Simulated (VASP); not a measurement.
# SiO2 (P-4m2) in VASP: further runs, part 2 of 2

VASP 6.6.1. The steps go on from the part before.

### Step 3. Electric field gradients, PBE+D4

File INCAR:

```
SYSTEM = SiO2
ALGO = Normal
EDIFF = 1E-8
ENCUT = 520
GGA = PE
ISIF = 2
ISMEAR = -1
IVDW = 13
LASPH = .TRUE.
LCHARG = .FALSE.
LEFG = .TRUE.
LREAL = Auto
LWAVE = .FALSE.
NBANDS = 53
NELM = 100
PREC = Accurate
SIGMA = 0.02
```

File KPOINTS:

```
k-points
0
G
  4 4 4
  0 0 0
```

File POSCAR:

```
SiO2
1.0
    6.9114199400      0.0000000000      0.0000000000
    0.0000000000      6.9114199400      0.0000000000
    0.0000000000      0.0000000000      6.4185143800
Si O
5 10
Direct
    0.2696323300      0.0000000000      0.1193693800
    0.0000000000      0.7303676700      0.8806306200
    0.0000000000      0.2696323300      0.8806306200
    0.7303676700      0.0000000000      0.1193693800
    0.0000000000      0.0000000000      0.5000000000
    0.1917093500      0.0000000000      0.3564256400
    0.0000000000      0.8082906500      0.6435743600
    0.0000000000      0.1917093500      0.6435743600
    0.8082906500      0.0000000000      0.3564256400
    0.1911206700      0.1911206700      0.0000000000
    0.1911206700      0.8088793300      0.0000000000
    0.8088793300      0.1911206700      0.0000000000
    0.8088793300      0.8088793300      0.0000000000
    0.5000000000      0.0000000000      0.1204995600
    0.0000000000      0.5000000000      0.8795004400
```

Potentials or basis: VASP PAW PBE potentials, release 64 (Si, O).

On the command line:

```bash
$ cat potpaw_PBE.64/Si/POTCAR potpaw_PBE.64/O/POTCAR > POTCAR
$ mpirun -np 1 vasp_std > vasp.out
```

OUTCAR:

```text
SYSTEM = SiO2
   EDIFF = 1E-8
   ENCUT = 520
   GGA = PE
   ISIF = 2
   ISMEAR = -1
   IVDW = 13
   LASPH = .TRUE.
   LREAL = Auto
   NELM = 100
   PREC = Accurate

 ion  position               nearest neighbor table
   1  0.270  0.000  0.119-  14 1.59   6 1.61  11 1.62  10 1.62   2 3.05   3 3.05   5 3.07
   2  0.000  0.730  0.881-  15 1.59   7 1.61  13 1.62  11 1.62   1 3.05   4 3.05   5 3.07
   3  0.000  0.270  0.881-  15 1.59   8 1.61  12 1.62  10 1.62   1 3.05   4 3.05   5 3.07
   4  0.730  0.000  0.119-  14 1.59   9 1.61  13 1.62  12 1.62   2 3.05   3 3.05   5 3.07
   5  0.000  0.000  0.500-   6 1.61   7 1.61   8 1.61   9 1.61   1 3.07   2 3.07   3 3.07   4 3.07

   6  0.192  0.000  0.356-   5 1.61   1 1.61
   7  0.000  0.808  0.644-   5 1.61   2 1.61
   8  0.000  0.192  0.644-   5 1.61   3 1.61
   9  0.808  0.000  0.356-   5 1.61   4 1.61
  10  0.191  0.191  0.000-   1 1.62   3 1.62
  11  0.191  0.809  0.000-   1 1.62   2 1.62
  12  0.809  0.191  0.000-   3 1.62   4 1.62
  13  0.809  0.809  0.000-   2 1.62   4 1.62
  14  0.500  0.000  0.120-   1 1.59   4 1.59
  15  0.000  0.500  0.880-   2 1.59   3 1.59

  LATTYP: Found a simple tetragonal cell.
 ALAT       =     6.9114199400
 C/A-ratio  =     0.9286824467

  Lattice vectors:

 A1 = (   6.9114199400,   0.0000000000,   0.0000000000)
 A2 = (   0.0000000000,   6.9114199400,   0.0000000000)
 A3 = (   0.0000000000,   0.0000000000,   6.4185143800)

Analysis of symmetry for initial positions (statically):
=====================================================================
 Subroutine PRICEL returns:
 Original cell was already a primitive cell.

 Routine SETGRP: Setting up the symmetry group for a
 simple tetragonal supercell.

 Subroutine GETGRP returns: Found  8 space group operations
 (whereof  8 operations were pure point group operations)
 out of a pool of 16 trial point group operations.

The static configuration has the point symmetry D_2d.
[... 1217 lines left out ...]
      0.00000      3.45571      5.64509        -0.000000     -0.000000      0.000242
 -----------------------------------------------------------------------------------
    total drift:                                0.000000      0.000000     -0.000000

  FREE ENERGIE OF THE ION-ELECTRON SYSTEM (eV)
  ---------------------------------------------------
  free  energy   TOTEN  =      -120.0235118098 eV

  energy  without entropy=     -120.0235118098  energy(sigma->0) =     -120.02351181

 Electric field gradients (V/A^2)
---------------------------------------------------------------------
 ion       V_xx      V_yy      V_zz      V_xy      V_xz      V_yz
---------------------------------------------------------------------
   1      -8.523     7.861     0.662    -0.000    -0.038    -0.000
   2       7.861    -8.523     0.662    -0.000    -0.000    -0.038
   3       7.861    -8.523     0.662    -0.000     0.000     0.038
   4      -8.523     7.861     0.662    -0.000     0.038     0.000
   5       5.864     5.864   -11.728     0.000    -0.000    -0.000
   6      11.353   -54.153    42.799     0.000   -59.804     0.000
   7     -54.153    11.353    42.799    -0.000    -0.000   -59.804
   8     -54.153    11.353    42.799    -0.000     0.000    59.804
   9      11.353   -54.153    42.799     0.000    59.804     0.000
  10       9.983     9.983   -19.966   -41.349    43.636   -43.636
  11       9.983     9.983   -19.966    41.349    43.636    43.636
  12       9.983     9.983   -19.966    41.349   -43.636   -43.636
  13       9.983     9.983   -19.966   -41.349   -43.636    43.636
  14      98.421   -48.203   -50.218    -0.000    -0.000    -0.000
  15     -48.203    98.421   -50.218    -0.000    -0.000     0.000
---------------------------------------------------------------------

 Electric field gradients after diagonalization (V/A^2)
 (convention: |V_zz| > |V_xx| > |V_yy|)
----------------------------------------------------------------------
 ion       V_xx      V_yy      V_zz     asymmetry (V_yy - V_xx)/ V_zz
----------------------------------------------------------------------
   1       7.861     0.662    -8.523       0.845
   2       7.861     0.662    -8.523       0.845
   3       7.861     0.662    -8.523       0.845
   4       7.861     0.662    -8.523       0.845
   5       5.864     5.864   -11.728       0.000
   6     -54.153   -34.760    88.913       0.218
   7     -54.153   -34.760    88.913       0.218
   8     -54.153   -34.760    88.913       0.218
   9     -54.153   -34.760    88.913       0.218
  10     -55.585   -31.366    86.951       0.279
  11     -55.585   -31.366    86.951       0.279
  12     -55.585   -31.366    86.951       0.279
  13     -55.585   -31.366    86.951       0.279
  14     -50.218   -48.203    98.421       0.020
  15     -50.218   -48.203    98.421       0.020
----------------------------------------------------------------------

           NMR quadrupolar parameters

 Cq : quadrupolar parameter    Cq=e*Q*V_zz/h
 eta: asymmetry parameters     (V_yy - V_xx)/ V_zz
 Q  : nuclear electric quadrupole moment in mb (millibarn)
----------------------------------------------------------------------
 ion       Cq(MHz)       eta       Q (mb)
----------------------------------------------------------------------
   1      -0.021       0.845       1.000
   2      -0.021       0.845       1.000
   3      -0.021       0.845       1.000
   4      -0.021       0.845       1.000
   5      -0.028       0.000       1.000
   6       0.215       0.218       1.000
   7       0.215       0.218       1.000
   8       0.215       0.218       1.000
   9       0.215       0.218       1.000
  10       0.210       0.279       1.000
  11       0.210       0.279       1.000
  12       0.210       0.279       1.000
  13       0.210       0.279       1.000
  14       0.238       0.020       1.000
  15       0.238       0.020       1.000
----------------------------------------------------------------------
```

OSZICAR:

```text
N       E                     dE             d eps       ncg     rms          rms(c)
DAV:   1     0.635596027494E+03    0.63560E+03   -0.38408E+04  1908   0.131E+03
DAV:   2    -0.655376261878E+02   -0.70113E+03   -0.67915E+03  2489   0.324E+02
DAV:   3    -0.133611998978E+03   -0.68074E+02   -0.67729E+02  2280   0.108E+02
[... 11 lines left out ...]
DAV:  15    -0.118271849496E+03   -0.91376E-06   -0.15404E-05  2076   0.219E-02    0.744E-03
DAV:  16    -0.118271848043E+03    0.14525E-05   -0.24935E-06  2192   0.942E-03    0.237E-03
DAV:  17    -0.118271848045E+03   -0.15079E-08   -0.42476E-07  2236   0.324E-03    0.802E-04
DAV:  18    -0.118271848019E+03    0.25624E-07   -0.71827E-08  2273   0.138E-03    0.565E-04
DAV:  19    -0.118271848030E+03   -0.11165E-07   -0.25186E-08  2035   0.104E-03    0.158E-04
DAV:  20    -0.118271848027E+03    0.37689E-08   -0.40121E-09  1505   0.351E-04
   1 F= -.12002351E+03 E0= -.12002351E+03  d E =-.694551E-12
```

stdout:

```text
POSCAR found type information on POSCAR SiO
 POSCAR found :  2 types and      15 ions
 scaLAPACK will be used
 LDA part: xc-table for (Slater+PW92), standard interpolation
 POSCAR, INCAR and KPOINTS ok, starting setup
 FFT: planning ... GRIDC
 FFT: planning ... GRID_SOFT
 FFT: planning ... GRID
 WAVECAR not read
 entering main loop
ion   1

ion   2

ion   3

ion   4

ion   5

ion   6

ion   7

ion   8

ion   9

ion  10

ion  11

ion  12

ion  13

ion  14

ion  15
```

It took 13 min on 1 thread of Oxide Virtual Turin-like, shared host; peak memory 0.41 GiB.

Results:

```
Free energy                             : -120.0235 eV
Pressure                                : 2.6 GPa
Largest force                           : 0.374 eV/Å
Band gap on the k mesh                  : 5.62 eV (least direct gap 5.66 eV)
Largest electric field gradient by atom : Si -8.5, -11.7 (each value once); O +88.9, +87.0, +98.4 (each value once) V/Å²
Dispersion energy per atom              : -0.117 eV
```

Forces on the atoms (eV/Å):
```
Si  -0.050  0.000 -0.021
Si   0.000  0.050  0.021
Si   0.000 -0.050  0.021
Si   0.050  0.000 -0.021
Si   0.000  0.000  0.000
O    0.264  0.000  0.202
O    0.000 -0.264 -0.202
O    0.000  0.264 -0.202
O   -0.264  0.000  0.202
O    0.264  0.264  0.000
O    0.264 -0.264  0.000
O   -0.264  0.264  0.000
O   -0.264 -0.264  0.000
O    0.000  0.000  0.000
O    0.000  0.000  0.000
```

Levels at points of the mesh, in eV from the valence-band top:
```tsv
k point	band 36	band 37	band 38	band 39	band 40	band 41	band 42	band 43	band 44	band 45
(0.00, 0.00, 0.00)	-1.08	-0.92	-0.74	-0.74	-0.05	5.62	8.48	8.63	8.91	9.00
(0.50, 0.00, 0.00)	-1.10	-0.84	-0.58	-0.38	-0.02	6.45	6.99	8.76	9.05	9.14
(0.50, 0.50, 0.00)	-1.30	-0.39	-0.39	-0.39	0.00	7.33	7.66	7.66	7.72	8.85
(0.00, 0.00, 0.50)	-1.03	-0.91	-0.61	-0.45	-0.45	6.70	7.05	8.57	8.95	9.13
(0.50, 0.00, 0.50)	-1.05	-0.66	-0.45	-0.44	-0.21	7.46	7.70	7.83	7.89	8.67
(0.50, 0.50, 0.50)	-1.07	-0.54	-0.31	-0.21	-0.21	8.08	8.08	8.24	8.29	8.46
```

Electric field gradients, principal values (V/Å²):
```tsv
atom	least	middle	greatest (by size)
1 Si	0.662	7.861	-8.523
2 Si	0.662	7.861	-8.523
3 Si	0.662	7.861	-8.523
4 Si	0.662	7.861	-8.523
5 Si	5.864	5.864	-11.728
6 O	-34.760	-54.153	88.913
7 O	-34.760	-54.153	88.913
8 O	-34.760	-54.153	88.913
9 O	-34.760	-54.153	88.913
10 O	-31.366	-55.585	86.951
11 O	-31.366	-55.585	86.951
12 O	-31.366	-55.585	86.951
13 O	-31.366	-55.585	86.951
14 O	-48.203	-50.218	98.421
15 O	-48.203	-50.218	98.421
```

Caveat: without QUAD_EFG the Cq values of the log hold for a quadrupole moment of 1 mb, not for the nuclei. A k mesh can miss the band edges.
